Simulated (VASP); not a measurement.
Crystal: AlAs.

```xyz
2
Lattice="0.0000 2.8379 2.8379 2.8379 0.0000 2.8379 2.8379 2.8379 0.0000" Properties=species:S:1:pos:R:3 pbc="T T T"
Al    0.0000    0.0000    0.0000
As    4.2569    4.2569    4.2569
```

Base run:

| Item | Value |
| --- | --- |
| Program | VASP 6.6.1 |
| Functional | r2SCAN |
| Potentials or basis | VASP PAW PBE potentials, release 64 (Al, As) |
| Cutoff | 550 eV |
| k mesh | 7 × 7 × 7 |
| Occupations | gaussian, width 0.01 eV |
| Spin | no spin polarisation |

Its results: band gap on the k mesh 1.92 eV, indirect (least direct gap 2.64 eV); pressure 0.0 GPa.

The run is repeated on the same cell with these changes: functional from r2SCAN to PBE; cutoff from 550 eV to 500 eV. What comes out?

Band gap on the k mesh 1.56 eV, indirect (least direct gap 2.00 eV); pressure 2.2 GPa.

r2SCAN gives the wider gap, since meta-GGAs in the generalised Kohn-Sham scheme recover part of the derivative discontinuity.

Caveats: the PAW data sets were made with another functional, which shifts forces and pressure a little (some runs).

A k mesh can miss the band edges.
